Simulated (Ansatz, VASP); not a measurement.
**AgCl: VASP beside Ansatz**

```xyz
2
Lattice="-0.0139 2.7731 2.7731 2.7731 -0.0139 2.7731 2.7593 2.7593 0.0000" Properties=species:S:1:pos:R:3 pbc="T T T"
Ag    2.7593    2.7593    2.7731
Cl    0.0000    0.0000    0.0000
```

Change from the starting cell: xy shear strain of -1 %, crystal datasets.

Alike in both runs: task electric field gradients; functional PBE; k mesh 9 × 9 × 9; occupations fermi-dirac, width 0.01 eV; no spin polarisation.

|  | VASP | Ansatz |
| --- | --- | --- |
| version | VASP 6.6.1 | Ansatz 0.2.0 |
| potentials or method | VASP PAW PBE potentials, release 64 (Ag, Cl), cutoff 520 eV | all-electron PAW with datasets made for the crystal, scalar-relativistic |

Ansatz gave:

* gap on the k mesh at the Fermi level (eV): 0.95
* pressure (GPa): 1.6
* traceless stress, the component that is largest in VASP (GPa): 0.05
* size of Vzz on the site where it differs most (V/Å²): 1.2

Problem. Which values does VASP return?

Solution. gap on the k mesh at the Fermi level (eV): 0.95; pressure (GPa): 1.5; traceless stress, the component that is largest in VASP (GPa): 0.05; size of Vzz on the site where it differs most (V/Å²): 1.1.

Ansatz ran all-electron here, and VASP with PAW potentials.
